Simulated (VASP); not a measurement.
# Al (R-3m) in VASP: a series of runs, part 2 of 2

VASP 6.6.1. The steps go on from the part before.

### 3 Relaxation of cell and atoms, PBEsol

This run uses another cell than the first one: it holds 12 atoms, not 3.

Contents of INCAR:

```
SYSTEM = Al
ALGO     = Fast           ! electronic algorithm
EDIFF    = 1E-6           ! SCF threshold, eV
EDIFFG   = -0.01          ! ionic threshold
ENCUT    = 600            ! plane-wave cutoff, eV
GGA      = PS             ! functional
IBRION   = 2              ! ionic algorithm
ISIF     = 3              ! what is computed and relaxed
ISMEAR   = 0              ! smearing method
LASPH    = .TRUE.         ! aspherical terms in the spheres
LCHARG   = .FALSE.        ! write CHGCAR
LREAL    = .FALSE.        ! projectors in reciprocal space
LWAVE    = .FALSE.        ! write WAVECAR
NELM     = 100            ! most SCF steps
NSW      = 100            ! ionic steps
PREC     = Accurate       ! precision mode
SIGMA    = 0.1            ! smearing width, eV
```

Contents of KPOINTS:

```
k-points
0
G
  9 9 9
  0 0 0
```

Contents of POSCAR:

```
Al
1.0
    3.5150153138      2.0293950376      6.4820589274
   -3.5150153138      2.0293950376      6.4820589274
    0.0000000000     -4.0587900753      6.4820589274
Al
12
Direct
    0.0216464558      0.6393025337      0.0216464558
    0.0216464558      0.0216464558      0.6393025337
    0.6393025337      0.0216464558      0.0216464558
    0.9783535442      0.3606974663      0.9783535442
    0.3606974663      0.9783535442      0.9783535442
    0.9783535442      0.9783535442      0.3606974663
    0.2291245298      0.6185393875      0.2291245298
    0.2291245298      0.2291245298      0.6185393875
    0.6185393875      0.2291245298      0.2291245298
    0.7708754702      0.3814606125      0.7708754702
    0.3814606125      0.7708754702      0.7708754702
    0.7708754702      0.7708754702      0.3814606125
```

Potentials or basis: VASP PAW PBE potentials, release 64 (Al).

Run with:

```console
$ cat potpaw_PBE.64/Al/POTCAR > POTCAR
$ mpirun -np 1 vasp_std > vasp.out
```

OUTCAR:

```text
SYSTEM = Al
   EDIFF = 1E-6
   EDIFFG = -0.01
   ENCUT = 600
   GGA = PS
   IBRION = 2
   ISIF = 3
   ISMEAR = 0
   LASPH = .TRUE.
   LREAL = .FALSE.
   NELM = 100
   NSW = 100
   PREC = Accurate

 ion  position               nearest neighbor table
   1  0.022  0.639  0.022-   4 2.55  11 2.67  12 2.67   3 2.69   2 2.69   7 2.72
   2  0.022  0.022  0.639-   6 2.55  10 2.67  11 2.67   3 2.69   1 2.69   8 2.72
   3  0.639  0.022  0.022-   5 2.55  10 2.67  12 2.67   1 2.69   2 2.69   9 2.72
   4  0.978  0.361  0.978-   1 2.55   9 2.67   8 2.67   5 2.69   6 2.69  10 2.72
   5  0.361  0.978  0.978-   3 2.55   7 2.67   8 2.67   4 2.69   6 2.69  11 2.72
   6  0.978  0.978  0.361-   2 2.55   7 2.67   9 2.67   4 2.69   5 2.69  12 2.72
   7  0.229  0.619  0.229-  12 2.67  11 2.67   5 2.67   6 2.67   1 2.72   9 2.74   8 2.74
   8  0.229  0.229  0.619-  10 2.67  11 2.67   4 2.67   5 2.67   2 2.72   7 2.74   9 2.74
   9  0.619  0.229  0.229-  12 2.67  10 2.67   4 2.67   6 2.67   3 2.72   7 2.74   8 2.74
  10  0.771  0.381  0.771-   8 2.67   9 2.67   3 2.67   2 2.67   4 2.72  11 2.74  12 2.74
  11  0.381  0.771  0.771-   8 2.67   7 2.67   1 2.67   2 2.67   5 2.72  10 2.74  12 2.74
  12  0.771  0.771  0.381-   7 2.67   9 2.67   1 2.67   3 2.67   6 2.72  10 2.74  11 2.74

  LATTYP: Found a trigonal (rhomboedric) cell.
 ALAT       =     7.6479320612
 COS(alpha) =     0.5775294930

  Lattice vectors:

[... 204 lines left out ...]

  FORCE on cell =-STRESS in cart. coord.  units (eV):
  Direction    XX          YY          ZZ          XY          YZ          ZX
  --------------------------------------------------------------------------------------
  -------------------------------------------------------------------------------------
  Total        0.6486178      0.6486178     -0.4003690     -0.0000000      0.0000000      0.0000000
  in kB        3.7457725      3.7457725     -2.3121337     -0.0000000      0.0000000      0.0000000
  external PRESSURE =       1.7264704 kB  Pullay stress =       0.0000000 kB
[... 309 lines left out ...]
--------------------------------------- Ionic step        8  -------------------------------------------

 number of electron      36.0000000 magnetization

 Free energy of the ion-electron system (eV)
  ---------------------------------------------------
  ext. energy  EPLUGINS =         0.00000000
  ---------------------------------------------------
  free energy    TOTEN  =       -45.20978989 eV

  energy without entropy =      -45.19885447  energy(sigma->0) =      -45.20432218

 E-fermi :   4.4436     XC(G=0):  -8.7056

 val. band max:        4.4317941229   @ k =  -0.3333   0.3333   0.2222
 cond. band min:       4.4485878819   @ k =  -0.1111   0.4444   0.1111
 fundamental gap:      0.0167937590
 Fermi energy:         4.4436159998

 k-point     1 :       0.0000    0.0000    0.0000
  band No.  band energies     occupation
      1      -5.1440      2.00000
      2      -2.1065      2.00000
      3      -1.8223      2.00000
      4      -1.8223      2.00000
      5      -1.5985      2.00000
      6      -0.7477      2.00000
[... 661 lines left out ...]
     24       6.5054      0.00000
     25       7.0383      0.00000

 [... further k-points ...]
[... 5 lines left out ...]
  --------------------------------------------------------------------------------------
  -------------------------------------------------------------------------------------
  Total       -0.0075294     -0.0075294     -0.0099692      0.0000000      0.0000000     -0.0000000
  in kB       -0.0433280     -0.0433280     -0.0573679      0.0000000      0.0000000     -0.0000000
  external PRESSURE =      -0.0480079 kB  Pullay stress =       0.0000000 kB
[... 27 lines left out ...]
  FREE ENERGIE OF THE ION-ELECTRON SYSTEM (eV)
  ---------------------------------------------------
  free  energy   TOTEN  =       -45.2097898885 eV

  energy  without entropy=      -45.1988544720  energy(sigma->0) =      -45.20432218

 reached required accuracy - stopping structural energy minimisation
```

OSZICAR:

```text
N       E                     dE             d eps       ncg     rms          rms(c)
DAV:   1     0.606252979938E+02    0.60625E+02   -0.13269E+04  4250   0.125E+03
DAV:   2    -0.408172594529E+02   -0.10144E+03   -0.97253E+02  5184   0.145E+02
[... 62 lines left out ...]
   7 F= -.45209716E+02 E0= -.45204247E+02  d E =-.337775E-03
       N       E                     dE             d eps       ncg     rms          rms(c)
DAV:   1    -0.452097924241E+02   -0.76027E-04   -0.11063E-03  4394   0.160E-01    0.142E-02
RMM:   2    -0.452097901325E+02    0.22916E-05   -0.54260E-05  4250   0.400E-02    0.476E-03
RMM:   3    -0.452097898134E+02    0.31912E-06   -0.12193E-05  4284   0.177E-02    0.332E-03
RMM:   4    -0.452097898885E+02   -0.75083E-07   -0.22252E-06  2717   0.894E-03
   8 F= -.45209790E+02 E0= -.45204322E+02  d E =-.736557E-04
```

CONTCAR:

```text
Al
   1.00000000000000
     3.5284048924746947    2.0371255144522382    6.4558964992764070
    -3.5284048924746947    2.0371255144522382    6.4558964992764070
     0.0000000000000000   -4.0742510290044525    6.4558964992762800
  Al
    12
Direct
     0.0210881833316570    0.6399595273715056    0.0210881833316571
     0.0210881833316570    0.0210881833316570    0.6399595273715056
     0.6399595273715056    0.0210881833316570    0.0210881833316571
     0.9789118166683429    0.3600404726284944    0.9789118166683429
     0.3600404726284944    0.9789118166683429    0.9789118166683429
     0.9789118166683429    0.9789118166683429    0.3600404726284944
     0.2292969066691448    0.6169204611541131    0.2292969066691448
     0.2292969066691448    0.2292969066691448    0.6169204611541131
     0.6169204611541131    0.2292969066691448    0.2292969066691448
     0.7707030933308551    0.3830795388458870    0.7707030933308551
     0.3830795388458870    0.7707030933308551    0.7707030933308551
     0.7707030933308551    0.7707030933308551    0.3830795388458870

  0.00000000E+00  0.00000000E+00  0.00000000E+00
  0.00000000E+00  0.00000000E+00  0.00000000E+00
  0.00000000E+00  0.00000000E+00  0.00000000E+00
  0.00000000E+00  0.00000000E+00  0.00000000E+00
  0.00000000E+00  0.00000000E+00  0.00000000E+00
  0.00000000E+00  0.00000000E+00  0.00000000E+00
  0.00000000E+00  0.00000000E+00  0.00000000E+00
  0.00000000E+00  0.00000000E+00  0.00000000E+00
  0.00000000E+00  0.00000000E+00  0.00000000E+00
  0.00000000E+00  0.00000000E+00  0.00000000E+00
  0.00000000E+00  0.00000000E+00  0.00000000E+00
  0.00000000E+00  0.00000000E+00  0.00000000E+00
```

Wall time 2.1 h (1 thread of Oxide Virtual Turin-like, shared host); peak memory 0.9 GiB.

Results:

```yaml
Free_energy: -45.2098 eV
Relaxed_volume: 23.20 Å³/atom
Relaxed_cell: a = 7.634 Å, b = 7.634 Å, c = 7.634 Å, α = 55.06°, β = 55.06°, γ = 55.06°
Space_group_after_relaxing_to_0.1_Å: R-3m (No. 166)
Energy_gained_by_relaxing: 0.5 meV/atom
Ionic_steps: 8
Pressure_after_relaxing: 0.0 GPa
Largest_force_after_relaxing: 0.005 eV/Å
Band_gap_on_the_k_mesh: zero (bands 18 and 19 overlap by 0.70 eV)
```

Forces in eV/Å, atoms in the order of the input:
```
Al  -0.001  0.001 -0.005
Al   0.000 -0.001 -0.005
Al   0.001  0.001 -0.005
Al   0.001 -0.001  0.005
Al  -0.001 -0.001  0.005
Al   0.000  0.001  0.005
Al  -0.004  0.002 -0.002
Al   0.000 -0.004 -0.002
Al   0.004  0.002 -0.002
Al   0.004 -0.002  0.002
Al  -0.004 -0.002  0.002
Al   0.000  0.004  0.002
```

The path:
| step | energy change (eV) | largest force (eV/Å) | pressure (GPa) | volume (Å³) |
| --- | --- | --- | --- | --- |
| 1 | 0.0000 | 0.0954 | 0.17 | 277.43 |
| 2 | -0.0045 | 0.0433 | -0.07 | 278.43 |
| 3 | -0.0047 | 0.0498 | -0.11 | 278.63 |
| 4 | -0.0058 | 0.0345 | 0.00 | 278.17 |
| 5 | -0.0061 | 0.0237 | 0.08 | 277.85 |
| 6 | -0.0064 | 0.0120 | 0.02 | 278.25 |
| 7 | -0.0064 | 0.0135 | 0.00 | 278.35 |
| 8 | -0.0065 | 0.0052 | 0.00 | 278.42 |

Final structure:
```yaml
crystal:
  lattice:
    - [3.52840, 2.03713, 6.45590]
    - [-3.52840, 2.03713, 6.45590]
    - [0.00000, -4.07425, 6.45590]
  atoms:
    - { symbol: Al, position: [0.02109, 0.63996, 0.02109] }
    - { symbol: Al, position: [0.02109, 0.02109, 0.63996] }
    - { symbol: Al, position: [0.63996, 0.02109, 0.02109] }
    - { symbol: Al, position: [0.97891, 0.36004, 0.97891] }
    - { symbol: Al, position: [0.36004, 0.97891, 0.97891] }
    - { symbol: Al, position: [0.97891, 0.97891, 0.36004] }
    - { symbol: Al, position: [0.22930, 0.61692, 0.22930] }
    - { symbol: Al, position: [0.22930, 0.22930, 0.61692] }
    - { symbol: Al, position: [0.61692, 0.22930, 0.22930] }
    - { symbol: Al, position: [0.77070, 0.38308, 0.77070] }
    - { symbol: Al, position: [0.38308, 0.77070, 0.77070] }
    - { symbol: Al, position: [0.77070, 0.77070, 0.38308] }
```

Caveat: the PAW data sets were made with another functional, which shifts forces and pressure a little.
